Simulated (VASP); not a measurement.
Here is a VASP 6.6.1 calculation.

INCAR

```
PREC = Accurate
ENCUT = 520
EDIFF = 1E-6
ISMEAR = 0
SIGMA = 0.02
LREAL = Auto
LASPH = T
NELM = 80
ALGO = Normal
ISIF = 2
LWAVE = F
LCHARG = F
GGA = PE
NBANDS = 88
```

Contents of KPOINTS:

```
Automatic mesh
0
Gamma
  2 2 2
  0.5 0.5 0.5
```

The input POSCAR:

```
Si16C17
1.0
    4.3797259441      4.3797259441      4.3797259441
   -4.3797259441      4.3797259441     -4.3797259441
   -4.3797259441     -4.3797259441      4.3797259441
Si C
16 17
Direct
    0.2544039317     -0.0015056878      0.0001351683
    0.2371431485      0.7376383914      0.2288081521
    0.4985791412      0.7491843193      0.0023460372
    0.2458640138      0.4974973384      0.4950531215
    0.5022393017      0.5014653949      0.2507324691
    0.7479038739      0.4992342050      0.0019357376
    0.2467301639      0.2532739523      0.7475668665
    0.4947759352      0.2513790849      0.4943609549
    0.7568910800      0.2537073128      0.2663157501
    0.0109852764      0.2461024991      0.0032760041
    0.4224665022     -0.0589539170      0.6686309914
    0.7453646739      0.0004219442      0.5064017768
    0.0002852918     -0.0010796338      0.2516794462
    0.7527249518      0.7578250426      0.7561457137
   -0.0133242355      0.7450855468      0.4952218535
   -0.0025989069      0.4988924028      0.7487999345
    0.5026726622      0.2515309209      0.2480876689
    0.4773765589     -0.0115793775      0.4623408007
    0.7500037769     -0.0014569405      0.2537199848
    0.4942616336      0.7417478951      0.7504022037
    0.7453784875      0.7499162144      0.5020263889
   -0.0040556191      0.7464883743      0.2485230843
    0.4987462750      0.4978336608     -0.0010441293
    0.7464726199      0.4963792319      0.7498926969
    0.0014238334      0.5043281311      0.5053035346
    0.2580232221      0.5028641125      0.2506987912
    0.7913315911      0.2783615951      0.0447256295
    0.0007135150      0.2533079727      0.7509859160
    0.2475242775      0.2509126174      0.4985261699
    0.0111449896     -0.0019728403      0.0080067795
    0.2338572123     -0.0020953366      0.7425906419
    0.2457802186      0.7445929361     -0.0104944923
    0.6936940893      0.0815603544     -0.1490940320
```

Potentials or basis: VASP PAW PBE potentials, release 64 (Si, C).

Run with:

```console
$ cat potpaw_PBE.64/Si/POTCAR potpaw_PBE.64/C/POTCAR > POTCAR
$ mpirun -np 1 vasp_std > vasp.out
```

Question: Predict the largest force.

Answer: 0.714 eV/Å.

Question: Estimate the band gap on the k mesh.

Answer: 1.00 eV.

Question: Predict the pressure.

Answer: 6.2 GPa.

Stress tensor (GPa, compression positive):
```
 4.49 -0.34 -3.12
-0.34  5.52  4.01
-3.12  4.01  8.50
```
